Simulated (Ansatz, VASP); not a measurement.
One calculation of GaN, two programs

Contents of INCAR:

```
PREC = Accurate ; ENCUT = 520
EDIFF = 1E-6 ; ISMEAR = -1
SIGMA = 0.05 ; LREAL = F
LASPH = T ; NELM = 100
ALGO = Normal ; ISIF = 2
LWAVE = F ; LCHARG = T
GGA = PE ; IVDW = 12
LELF = T ; LVHAR = T
NBANDS = 16
```

Contents of KPOINTS:

```
Automatic mesh
0
Gamma
  10 10 10
```

The input POSCAR:

```
GaN
1.0
    0.0000000000      2.2535006075      2.2535006075
    2.2535006075      0.0000000000      2.2535006075
    2.2535006075      2.2535006075      0.0000000000
Ga N
1 1
Direct
    0.0000000000      0.0000000000      0.0000000000
    0.2500000000      0.2500000000      0.2500000000
```

input.yaml

```yaml
crystal:
  lattice:
    - [0.0, 2.2535006075, 2.2535006075]
    - [2.2535006075, 0.0, 2.2535006075]
    - [2.2535006075, 2.2535006075, 0.0]
  atoms:
    - { symbol: Ga, position: [0.0, 0.0, 0.0] }
    - { symbol: "N", position: [0.25, 0.25, 0.25] }
hamiltonian:
  xc: pbe
  pseudopotentials: { kind: paw }
  dispersion: d3bj
kpoints:
  mp_grid: { grid: [10, 10, 10] }
scf:
  occupations: { method: fermi_dirac, width: 0.05 }
output:
  forces: true
  stress: true
  eigenvalues: true
  write_density: true
  write_potential: true
  elf: true
  volumetric_format: npy
```

Alike in both runs: task single point; functional PBE; dispersion D3(BJ); k mesh 10 × 10 × 10; occupations fermi-dirac, width 0.05 eV; no spin polarisation.

|  | VASP | Ansatz |
| --- | --- | --- |
| version | VASP 6.6.1 | Ansatz 0.2.0 |
| potentials or method | VASP PAW PBE potentials, release 64 (Ga_d, N) | Ansatz PAW |
| plane-wave cutoff (eV) | 520 | 420 |
| valence electrons in the cell | 18 | 18 |

```csv
,VASP,Ansatz,Ansatz less VASP
gap on the k mesh at the Fermi level (eV),1.72,1.72,-0.007
least direct gap on the mesh (eV),1.72,1.72,-0.007
pressure (GPa),1.4,1.3,-0.07
```
